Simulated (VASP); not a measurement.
# W (Im-3m) in VASP: a series of runs, part 2 of 2

VASP 6.6.1.

**4. Relaxation of cell and atoms, PBEsol, target pressure 88 GPa, at which the enthalpy is minimised**

The input, INCAR:

```
PREC     = Accurate       # precision mode
ENCUT    = 500            # plane-wave cutoff, eV
EDIFF    = 1E-7           # SCF threshold, eV
ISMEAR   = -1             # smearing method
SIGMA    = 0.1            # smearing width, eV
LREAL    = False          # projectors in reciprocal space
LASPH    = True           # aspherical terms in the spheres
NELM     = 120            # most SCF steps
ALGO     = Normal         # electronic algorithm
ISIF     = 3              # what is computed and relaxed
LWAVE    = False          # write WAVECAR
LCHARG   = False          # write CHGCAR
GGA      = PS             # functional
IBRION   = 2              # ionic algorithm
NSW      = 32             # ionic steps
EDIFFG   = -0.005         # ionic threshold
PSTRESS  = 880.0        
GGA_COMPAT= False        
NELMIN   = 4
```

The input, KPOINTS:

```
Automatic mesh
0
Gamma
  18 18 18
```

The input, POSCAR:

```
W
1.0
   -1.4818910456      1.4818910456      1.4818910456
    1.4818910456     -1.4818910456      1.4818910456
    1.4818910456      1.4818910456     -1.4818910456
W
1
Direct
    0.0000000000      0.0000000000      0.0000000000
```

Potentials or basis: VASP PAW PBE potentials, release 64 (W_sv).

Launch:

```sh
> cat potpaw_PBE.64/W_sv/POTCAR > POTCAR
> mpirun -np 1 vasp_std > vasp.out
```

OUTCAR:

```text
PREC = Accurate
   ENCUT = 500
   EDIFF = 1E-7
   ISMEAR = -1
   LREAL = False
   LASPH = True
   NELM = 120
   ISIF = 3
   GGA = PS
   IBRION = 2
   NSW = 32
   EDIFFG = -0.005
   PSTRESS = 880.0
   NELMIN = 4

 ion  position               nearest neighbor table
   1  0.000  0.000  0.000-

  LATTYP: Found a body centered cubic cell.
 ALAT       =     2.9637820912

  Lattice vectors:

 A1 = (  -1.4818910456,   1.4818910456,   1.4818910456)
 A2 = (   1.4818910456,  -1.4818910456,   1.4818910456)
 A3 = (   1.4818910456,   1.4818910456,  -1.4818910456)

Analysis of symmetry for initial positions (statically):
=====================================================================
 Subroutine PRICEL returns:
 Original cell was already a primitive cell.

 Routine SETGRP: Setting up the symmetry group for a
 body centered cubic supercell.

 Subroutine GETGRP returns: Found 48 space group operations
 (whereof 48 operations were pure point group operations)
[... 168 lines left out ...]
  --------------------------------------------------------------------------------------
  -------------------------------------------------------------------------------------
  Total        7.3461651      7.3461651      7.3461651      0.0000000      0.0000000     -0.0000000
  in kB      904.1957360    904.1957360    904.1957360      0.0000000      0.0000000     -0.0000000
  external PRESSURE =      24.1957360 kB  Pullay stress =     880.0000000 kB
[... 61 lines left out ...]
--------------------------------------- Ionic step        3  -------------------------------------------

 number of electron      13.9999999 magnetization

 Free energy of the ion-electron system (eV)
  ---------------------------------------------------
  ext. energy  EPLUGINS =         0.00000000
  ---------------------------------------------------
  free energy    TOTEN  =       -13.18223255 eV

  energy without entropy =      -13.16548960  energy(sigma->0) =      -13.17386107

 E-fermi :  14.3430     XC(G=0): -14.8890

 val. band max:       14.3221969840   @ k =  -0.3889   0.3889   0.2778
 cond. band min:      14.3473940701   @ k =  -0.4444   0.4444   0.2222
 fundamental gap:      0.0251970861
 Fermi energy:        14.3430359180

 k-point     1 :       0.0000    0.0000    0.0000
  band No.  band energies     occupation
      1     -59.6926      2.00000
      2     -22.8312      2.00000
      3     -22.8312      2.00000
      4     -22.8312      2.00000
      5       3.6254      2.00000
      6      12.6561      2.00000
      7      12.6561      2.00000
      8      12.6561      2.00000
      9      16.9741      0.00000
     10      16.9741      0.00000
     11      29.2116      0.00000
[... 309 lines left out ...]
 k-point    24 :       0.3889    0.1111    0.0000
  band No.  band energies     occupation
      1     -59.3820      2.00000
      2     -25.0760      2.00000
      3     -23.6579      2.00000
      4     -22.9654      2.00000
      5       7.2086      2.00000
      6       9.8709      2.00000
      7      14.1491      1.74851
      8      16.8427      0.00000
      9      18.6579      0.00000
     10      22.6623      0.00000
     11      27.4722      0.00000

 [... further k-points ...]
[... 5 lines left out ...]
  --------------------------------------------------------------------------------------
  -------------------------------------------------------------------------------------
  Total        7.1759180      7.1759180      7.1759180      0.0000000      0.0000000      0.0000000
  in kB      879.9536540    879.9536540    879.9536540      0.0000000      0.0000000      0.0000000
  external PRESSURE =      -0.0463460 kB  Pullay stress =     880.0000000 kB
[... 20 lines left out ...]
  energy  without entropy=      -13.1654895971  energy(sigma->0) =      -13.17386107

  enthalpy is  TOTEN    =        -6.0059366017 eV   P V=        7.1762959506

 reached required accuracy - stopping structural energy minimisation
```

OSZICAR:

```text
N       E                     dE             d eps       ncg     rms          rms(c)
DAV:   1     0.732060140535E+02    0.73206E+02   -0.76867E+03  4322   0.146E+03
DAV:   2    -0.123538139347E+02   -0.85560E+02   -0.82592E+02  4527   0.332E+02
DAV:   3    -0.136893814364E+02   -0.13356E+01   -0.13243E+01  4894   0.412E+01
[... 19 lines left out ...]
DAV:   2    -0.131942402841E+02    0.60652E-01   -0.80785E-02  4395   0.419E+00    0.113E+00
DAV:   3    -0.131821367309E+02    0.12104E-01   -0.29697E-02  4506   0.247E+00    0.730E-01
DAV:   4    -0.131822498156E+02   -0.11308E-03   -0.89724E-04  4431   0.405E-01    0.956E-02
DAV:   5    -0.131822334219E+02    0.16394E-04   -0.59000E-05  4623   0.108E-01    0.447E-03
DAV:   6    -0.131822324909E+02    0.93100E-06   -0.73944E-07  4446   0.117E-02    0.176E-03
DAV:   7    -0.131822325523E+02   -0.61419E-07   -0.42536E-08  2484   0.301E-03
   3 F= -.60059366E+01 E0= -.59975651E+01  d E =-.363796E-03
```

Wall time 40 s (1 thread of Intel Xeon Platinum 8488C (Sapphire Rapids), shared host); peak memory 0.15 GiB.

What came out:

```yaml
Free_energy: -13.1822 eV
Relaxed_volume: 13.07 Å³/atom
Relaxed_cell: a = 2.570 Å, b = 2.570 Å, c = 2.570 Å, α = 109.47°, β = 109.47°, γ = 109.47°
Space_group_after_relaxing_to_0.05_Å: Im-3m (No. 229)
Energy_change_on_relaxing_the_enthalpy_is_what_falls: -27.1 meV/atom
Ionic_steps: 3
Pressure_after_relaxing: 88.0 GPa
Band_gap_on_the_k_mesh: zero (band 7 reaches 21.01 eV, above the bottom of band 8 at 12.66 eV)
```

Step by step:
| step | energy change (eV) | largest force (eV/Å) | pressure (GPa) | volume (Å³) |
| --- | --- | --- | --- | --- |
| 1 | 0.0000 | 0.0000 | 90.42 | 13.02 |
| 2 | -0.1898 | 0.0000 | 72.71 | 13.39 |
| 3 | -0.0271 | 0.0000 | 88.00 | 13.07 |

Final structure:
```
W
1.0
    -1.48373    1.48373    1.48373
     1.48373   -1.48373    1.48373
     1.48373    1.48373   -1.48373
W
1
Direct
  0.00000 0.00000 0.00000
```

Levels at points of the mesh, in eV from the Fermi level:
| k point | band 5 | band 6 | band 7 | band 8 | band 9 | band 10 |
| --- | --- | --- | --- | --- | --- | --- |
| (0.00, 0.00, 0.00) | -10.72 | -1.69 | -1.69 | -1.69 | 2.63 | 2.63 |
| (0.50, 0.00, 0.00) | -7.74 | -4.71 | 1.59 | 2.70 | 3.94 | 8.05 |
| (0.50, 0.50, 0.50) | -7.67 | -7.67 | 6.67 | 6.67 | 6.67 | 10.00 |

Caveat: the cell is relaxed towards a set pressure, so the enthalpy falls and the energy may rise; the PAW data sets were made with another functional, which shifts forces and pressure a little; spin-orbit coupling is left out, which moves the levels of the heavy elements.

**5. Relaxation of cell and atoms, PBEsol, target pressure 88 GPa, at which the enthalpy is minimised**

This run uses another cell than the first one, of 13.10 Å³/atom, 1.006 times its volume.

The input, INCAR:

```
  PREC = Accurate
  ENCUT = 500
  EDIFF = 1E-7
  ISMEAR = -1
  SIGMA = 0.1
  LREAL = False
  LASPH = True
  NELM = 120
  ALGO = Normal
  ISIF = 3
  LWAVE = False
  LCHARG = False
  GGA = PS
  IBRION = 2
  NSW = 60
  EDIFFG = -0.005
  PSTRESS = 880.0
  GGA_COMPAT = False
  NELMIN = 4
```

KPOINTS is that of step 4.

The input, POSCAR:

```
W
1.0
   -1.4848804580      1.4848804580      1.4848804580
    1.4848804580     -1.4848804580      1.4848804580
    1.4848804580      1.4848804580     -1.4848804580
W
1
Direct
    0.0000000000      0.0000000000      0.0000000000
```

Launch:

```sh
> cat potpaw_PBE.64/W_sv/POTCAR > POTCAR
> mpirun -np 1 vasp_std > vasp.out
```

Run time: 36 s. Hardware: 1 thread of Intel Xeon Platinum 8488C (Sapphire Rapids), shared host; peak memory 0.16 GiB.

It converged, with:

| Item | Value |
| --- | --- |
| Free energy | -13.1822 eV |
| Relaxed volume | 13.07 Å³/atom |
| Relaxed cell | a = 2.570 Å, b = 2.570 Å, c = 2.570 Å, α = 109.47°, β = 109.47°, γ = 109.47° |
| Space group after relaxing (to 0.05 Å) | Im-3m (No. 229) |
| Energy change on relaxing (the enthalpy is what falls) | +16.6 meV/atom |
| Ionic steps | 3 |
| Pressure after relaxing | 88.0 GPa |
| Band gap on the k mesh | zero (band 7 reaches 21.01 eV, above the bottom of band 8 at 12.66 eV) |

The path:
| step | energy change (eV) | largest force (eV/Å) | pressure (GPa) | volume (Å³) |
| --- | --- | --- | --- | --- |
| 1 | 0.0000 | 0.0000 | 86.47 | 13.10 |
| 2 | 0.1356 | 0.0000 | 98.58 | 12.86 |
| 3 | 0.0166 | 0.0000 | 88.00 | 13.07 |

Final structure:
```xyz
1
Lattice="-1.4837 1.4837 1.4837 1.4837 -1.4837 1.4837 1.4837 1.4837 -1.4837" Properties=species:S:1:pos:R:3 pbc="T T T"
W     0.0000    0.0000    0.0000
```

Levels at points of the mesh, in eV from the Fermi level:
```tsv
k point	band 3	band 4	band 5	band 6	band 7	band 8	band 9	band 10	band 11
(0.00, 0.00, 0.00)	-37.17	-37.17	-10.72	-1.69	-1.69	-1.69	2.63	2.63	14.87
(0.50, 0.00, 0.00)	-37.93	-37.20	-7.74	-4.71	1.59	2.70	3.94	8.05	11.92
(0.50, 0.50, 0.50)	-38.80	-38.80	-7.68	-7.68	6.67	6.67	6.67	10.00	10.00
```

Caveat: the cell is relaxed towards a set pressure, so the enthalpy falls and the energy may rise; the PAW data sets were made with another functional, which shifts forces and pressure a little; spin-orbit coupling is left out, which moves the levels of the heavy elements.

**6. The runs side by side**

| task | cell | gap on the mesh (eV) | pressure (GPa) |
| --- | --- | --- | --- |
| single point | a = 2.567 Å, angles 109.5°, 1 atom | none | 90.4 |
| single point | a = 2.566 Å, angles 109.5°, 1 atom | none | 90.8 |
| relaxation of cell and atoms | relaxed to 88 GPa from a = 2.567 Å, angles 109.5°, 1 atom | none | 88.0 |
| relaxation of cell and atoms | relaxed to 88 GPa from a = 2.572 Å, angles 109.5°, 1 atom | none | 88.0 |

Alike in all rows: level PBEsol; potentials or basis VASP PAW PBE potentials, release 64 (W_sv); no spin polarisation; k mesh 18 × 18 × 18; cutoff (eV) 500; smearing fermi-dirac 0.1 eV.

Caveats: the PAW data sets were made with another functional, which shifts forces and pressure a little; spin-orbit coupling is left out, which moves the levels of the heavy elements; the cell is relaxed towards a set pressure, so the enthalpy falls and the energy may rise (some runs).

Absolute energies hang on the potentials; compare differences alone.
